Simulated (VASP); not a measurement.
# Li (R-3m) in VASP: further runs

Li is run at these levels: PBEsol; tasks: single point, relaxation of cell and atoms.

Program: VASP 6.6.1. These are calculated values, not measurements. Logs are shortened: lines on timing, memory, paths and dates and some standing lists are left out, and cuts for length are marked.

**1. The cell of the first run**

Symmetry: R-3m, No. 166, trigonal system. Conventional cell: a = 2.829 Å, b = 2.829 Å, c = 7.074 Å, α = 90.00°, β = 90.00°, γ = 120.00°. Within 3.7 Å of Li (site symmetry -3m) lie 12 Li at 2.83 to 2.87 Å.

**2. Single point, PBEsol**

Input file INCAR:

```
PREC = Accurate ; ENCUT = 520
EDIFF = 1E-6 ; ISMEAR = -1
SIGMA = 0.05 ; LREAL = F
LASPH = T ; NELM = 80
ALGO = Normal ; ISIF = 2
LWAVE = F ; LCHARG = T
GGA = PS ; LELF = T
LVHAR = T ; NBANDS = 10
```

Input file KPOINTS:

```
Automatic mesh
0
Gamma
  13 13 13
```

Input file POSCAR:

```
Li
1.0
    1.4143014578     -0.8165473273      4.7159580337
    0.0000000000      1.6330946547      4.7159580337
   -1.4143014578     -0.8165473273      4.7159580337
Li
2
Direct
    0.2500002984      0.2500002984      0.2500002984
   -0.2500002984     -0.2500002984     -0.2500002984
```

Potentials or basis: VASP PAW PBE potentials, release 64 (Li_sv).

Started as:

```
cat potpaw_PBE.64/Li_sv/POTCAR > POTCAR
mpirun -np 1 vasp_std > vasp.out
```

OUTCAR:

```text
PREC = Accurate
   ENCUT = 520
   EDIFF = 1E-6
   ISMEAR = -1
   LREAL = F
   LASPH = T
   NELM = 80
   ISIF = 2
   GGA = PS

 ion  position               nearest neighbor table
   1  0.250  0.250  0.250-
   2  0.750  0.750  0.750-

  LATTYP: Found a trigonal (rhomboedric) cell.
 ALAT       =     4.9907172157
 COS(alpha) =     0.8393842801

  Lattice vectors:

 A1 = (   1.4143014578,  -0.8165473273,   4.7159580337)
 A2 = (   0.0000000000,   1.6330946547,   4.7159580337)
 A3 = (  -1.4143014578,  -0.8165473273,   4.7159580337)

Analysis of symmetry for initial positions (statically):
=====================================================================
 Subroutine PRICEL returns following result:

  LATTYP: Found a trigonal (rhomboedric) cell.
 ALAT       =     2.8682927002
 COS(alpha) =     0.5137393342

  Lattice vectors:

 A1 = (   0.0000000000,   1.6330946546,  -2.3579874603)
 A2 = (   1.4143014578,  -0.8165473273,  -2.3579705734)
 A3 = (  -1.4143014578,  -0.8165473274,  -2.3579874603)

   2 primitive cells build up your supercell.

 Routine SETGRP: Setting up the symmetry group for a
 trigonal (rhombohedral) supercell.

 Subroutine GETGRP returns: Found 12 space group operations
 (whereof 12 operations were pure point group operations)
 out of a pool of 12 trial point group operations.

The static configuration has the point symmetry D_3d.

Analysis of symmetry for dynamics (positions and initial velocities):
=====================================================================
 Subroutine PRICEL returns following result:

  LATTYP: Found a trigonal (rhomboedric) cell.
 ALAT       =     2.8682927002
 COS(alpha) =     0.5137393342

  Lattice vectors:

 A1 = (   0.0000000000,   1.6330946546,  -2.3579874603)
 A2 = (   1.4143014578,  -0.8165473273,  -2.3579705734)
 A3 = (  -1.4143014578,  -0.8165473274,  -2.3579874603)

   2 primitive cells build up your supercell.

 Routine SETGRP: Setting up the symmetry group for a
 trigonal (rhombohedral) supercell.

 Subroutine GETGRP returns: Found 12 space group operations
 (whereof 12 operations were pure point group operations)
 out of a pool of 12 trial point group operations.

The dynamic configuration has the point symmetry D_3d.

 Subroutine INISYM returns: Found 12 space group operations
 (whereof 12 operations are pure point group operations),
 and found     2 'primitive' translations

----------------------------------------------------------------------------------------

                                     Primitive cell

  volume of cell :      16.3386

  direct lattice vectors                    reciprocal lattice vectors
     0.000000000  1.633094655 -2.357987460     0.000000844  0.408222432 -0.141363826
     1.414301458 -0.816547327 -2.357970573     0.353532262 -0.204111947 -0.141363826
    -1.414301458 -0.816547327 -2.357987460    -0.353530574 -0.204111947 -0.141363826

  length of vectors
     2.868292700  2.868278818  2.868292700     0.432006117  0.432007498  0.432006117

  position of ions in fractional coordinates (direct lattice)
     0.500000000  0.500000000  0.500000000

  ion indices of the primitive-cell ions
   primitive index   ion index
                 1           1

----------------------------------------------------------------------------------------

 KPOINTS: Automatic mesh

Automatic generation of k-mesh.
 Grid dimensions read from file:
 generate k-points for:   13   13   13

 Generating k-lattice:

  Cartesian coordinates                     Fractional coordinates (reciprocal lattice)
     0.027194724 -0.015700881  0.005437077     0.076923077  0.000000000  0.000000000
     0.000000000  0.031401763  0.005437077     0.000000000  0.076923077  0.000000000
    -0.027194724 -0.015700881  0.005437077     0.000000000  0.000000000  0.076923077

  Length of vectors
     0.031868990  0.031868990  0.031868990

  Shift w.r.t. Gamma in fractional coordinates (k-lattice)
     0.000000000  0.000000000  0.000000000

 Subroutine IBZKPT returns following result:
 ===========================================

 Found    231 irreducible k-points:

 Following reciprocal coordinates:
            Coordinates               Weight
  0.000000  0.000000  0.000000      1.000000
  0.076923  0.000000  0.000000      6.000000
  0.153846  0.000000  0.000000      6.000000
  0.230769  0.000000  0.000000      6.000000
  0.307692  0.000000  0.000000      6.000000
  0.384615  0.000000 -0.000000      6.000000
[... 16 lines left out ...]
  0.384615  0.153846  0.000000     12.000000
  0.461538  0.153846  0.000000     12.000000
 [... further k-points ...]
   k-points           NKPTS =    231   k-points in BZ     NKDIM =    231   number of bands    NBANDS=     10
   number of dos      NEDOS =    301   number of ions     NIONS =      2
   total plane-waves  NPLWV =  64000
   dimension x,y,z NGX =    40 NGY =   40 NGZ =   40
   dimension x,y,z NGXF=    80 NGYF=   80 NGZF=   80
   ions per type =               2
   NGX,Y,Z   is equivalent  to a cutoff of  13.32, 13.32, 13.32 a.u.
   NGXF,Y,Z  is equivalent  to a cutoff of  26.65, 26.65, 26.65 a.u.
 SYSTEM =  unknown system
   PREC   = accura    normal or accurate (medium, high low for compatibility)
   ISTART =      0    job   : 0-new  1-cont  2-samecut
   ICHARG =      2    charge: 1-file 2-atom 10-const
   ISPIN  =      1    spin polarized calculation?
   LNONCOLLINEAR =      F non collinear calculations
   LSORBIT =      F    spin-orbit coupling
   LASPH  =      T    aspherical Exc in radial PAW
   ENCUT  =  520.0 eV  38.22 Ry    6.18 a.u.   9.28  9.28  9.28*2*pi/ulx,y,z
   NELM   =     80;   NELMIN=  2; NELMDL= -5     # of ELM steps
   EDIFF  = 0.1E-05   stopping-criterion for ELM
   LREAL  =      F    real-space projection
   EDIFFG = 0.1E-04   stopping-criterion for IOM
   NSW    =      0    number of steps for IOM
   IBRION =     -1    ionic relax: 0-MD 1-quasi-New 2-CG
   NFREE  =      0    steps in history (QN), initial steepest desc. (CG)
   ISIF   =      2    stress and relaxation
   ISYM   =      2    0-nonsym 1-usesym 2-fastsym
   POTIM  = 0.5000    time-step for ionic-motion
   TEBEG  =    0.0;   TEEND  =   0.0 temperature during run
   PSTRESS=    0.0 pullay stress
   NELECT =       6.0000    total number of electrons
   NUPDOWN=      -1.0000    fix difference up-down
   EMIN   =  10.00;   EMAX   =-10.00  energy-range for DOS
   EFERMI =   0.00;   METHOD = LEGACY
   ISMEAR =    -1;   SIGMA  =   0.05  broadening in eV -4-tet -1-fermi 0-gaus
   EFERMI_NEDOS =   21; number of points for ismear=-14 and -15
   IALGO  =     38    algorithm
   IMIX   =      4    mixing-type and parameters
     AMIX     =   0.40;   BMIX     =  1.00
     AMIX_MAG =   1.60;   BMIX_MAG =  1.00
  volume/ion in A,a.u.               =      16.34       110.26
  Fermi-wavevector in a.u.,A,eV,Ry     =   0.930487  1.758366 11.780012  0.865806
  Thomas-Fermi vector in A             =   2.056881
   LORBIT       =      0    0 simple, 1 ext, 2 COOP (PROOUT), +10 PAW based schemes
   GGA     = PS    functional components
   LHFCALC =     F    Hartree Fock is set to
   AEXX    =    0.0000 exact exchange contribution
   IVDW    =     0    specifies the selected vdW correction
   LEPSILON=     F    determine dielectric tensor
   LRPA    =     F    only Hartree local field effects (RPA)
 non-spin polarized calculation
  energy-cutoff  :      520.00
  volume of cell :       32.68
 maximum number of plane-waves:       894
 NGX is ok and might be reduce to    40
   NGX = 19   NGY = 19   NGZ = 19

 number of electron       6.0000001 magnetization

 Free energy of the ion-electron system (eV)
  ---------------------------------------------------
  ext. energy  EPLUGINS =         0.00000000
  ---------------------------------------------------
  free energy    TOTEN  =        -3.84831554 eV

  energy without entropy =       -3.83921149  energy(sigma->0) =       -3.84376352

 E-fermi :   1.3066     XC(G=0):  -7.5663

 val. band max:        1.3036496680   @ k =  -0.3077   0.2308  -0.0000
 cond. band min:       1.3091327658   @ k =   0.1538   0.0769   0.0000
 fundamental gap:      0.0054830978
 Fermi energy:         1.3065534609

 k-point     1 :       0.0000    0.0000    0.0000
  band No.  band energies     occupation
      1     -44.2892      2.00000
      2     -44.2483      2.00000
      3      -2.5288      2.00000
      4       1.0296      1.99217
      5       4.8295      0.00000
      6      16.2276      0.00000
      7      16.2276      0.00000
      8      17.5847      0.00000
      9      18.1517      0.00000
     10      18.1517      0.00000

 k-point     2 :       0.0769    0.0000    0.0000
  band No.  band energies     occupation
      1     -44.2869      2.00000
      2     -44.2472      2.00000
      3      -2.4243      2.00000
      4       1.1583      1.90191
      5       4.8763      0.00000
      6      15.3310      0.00000
      7      15.7306      0.00000
      8      16.9513      0.00000
      9      17.4748      0.00000
     10      17.8115      0.00000

 k-point     3 :       0.1538    0.0000    0.0000
  band No.  band energies     occupation
      1     -44.2803      2.00000
      2     -44.2441      2.00000
      3      -2.1094      2.00000
      4       1.5385      0.01915
      5       5.0055      0.00000
      6      13.1972      0.00000
      7      14.7969      0.00000
      8      14.9254      0.00000
      9      16.2344      0.00000
     10      17.8235      0.00000

 k-point     4 :       0.2308    0.0000    0.0000
  band No.  band energies     occupation
      1     -44.2705      2.00000
      2     -44.2400      2.00000
      3      -1.5812      2.00000
      4       2.1489      0.00000
      5       5.1511      0.00000
      6      11.0597      0.00000
      7      12.7073      0.00000
      8      13.9274      0.00000
      9      15.0479      0.00000
     10      17.5984      0.00000
[... 222 lines left out ...]
 k-point    22 :       0.3077    0.1538    0.0000
  band No.  band energies     occupation
      1     -44.2645      2.00000
      2     -44.2388      2.00000
      3      -1.1900      2.00000
      4       2.0579      0.00000
      5       5.9951      0.00000
      6      10.1509      0.00000
      7      11.3693      0.00000
      8      13.1311      0.00000
      9      13.8817      0.00000
     10      17.2556      0.00000

 k-point    23 :       0.3846    0.1538    0.0000
  band No.  band energies     occupation
      1     -44.2543      2.00000
      2     -44.2358      2.00000
      3      -0.4175      2.00000
      4       2.6750      0.00000
      5       6.0530      0.00000
      6       8.7994      0.00000
      7      10.0373      0.00000
      8      12.3684      0.00000
      9      12.7524      0.00000
     10      15.5771      0.00000

 k-point    24 :       0.4615    0.1538    0.0000
  band No.  band energies     occupation
      1     -44.2449      2.00000
      2     -44.2344      2.00000
      3       0.5786      2.00000
      4       3.1926      0.00000
      5       5.3555      0.00000
      6       8.7085      0.00000
      7       8.9322      0.00000
      8      10.9490      0.00000
      9      12.6117      0.00000
     10      13.8081      0.00000

 [... further k-points ...]
[... 5 lines left out ...]
  --------------------------------------------------------------------------------------
  -------------------------------------------------------------------------------------
  Total        0.8095103      0.8095103      0.8077864      0.0000000      0.0000000      0.0000000
  in kB       39.6906681     39.6906681     39.6061442      0.0000000      0.0000000      0.0000000
  external PRESSURE =      39.6624935 kB  Pullay stress =       0.0000000 kB

 VOLUME and BASIS-vectors are now :
 -----------------------------------------------------------------------------
  energy-cutoff  :      520.00
  volume of cell :       32.68
      direct lattice vectors                 reciprocal lattice vectors
     1.414301458 -0.816547327  4.715958034     0.353531418 -0.204111459  0.070681997
     0.000000000  1.633094655  4.715958034     0.000000000  0.408222919  0.070681997
    -1.414301458 -0.816547327  4.715958034    -0.353531418 -0.204111459  0.070681997

 POSITION                                       TOTAL-FORCE (eV/Angst)
 -----------------------------------------------------------------------------------
      0.00000      0.00000      3.53697         0.000000      0.000000      0.000000
      0.00000      0.00000     10.61090         0.000000      0.000000      0.000000
 -----------------------------------------------------------------------------------
    total drift:                                0.000000     -0.000000     -0.000000

  FREE ENERGIE OF THE ION-ELECTRON SYSTEM (eV)
  ---------------------------------------------------
  free  energy   TOTEN  =        -3.8483155390 eV

  energy  without entropy=       -3.8392114930  energy(sigma->0) =       -3.84376352
```

Wall time 3.2 min (1 thread of Intel Xeon 8259CL, shared host); peak memory 0.25 GiB.

Results:

| Quantity | Value |
| --- | --- |
| Free energy | -3.8483 eV |
| Band gap on the k mesh | zero (bands 3 and 4 overlap by 4.25 eV) |

Caveat: the cutoff is under 1.25 times the usual one of these potentials, so pressure, stress and relaxed cells hold a basis-set (Pulay) error; the PAW data sets were made with another functional, which shifts forces and pressure a little.

(Part 1 of 2 ends here.)
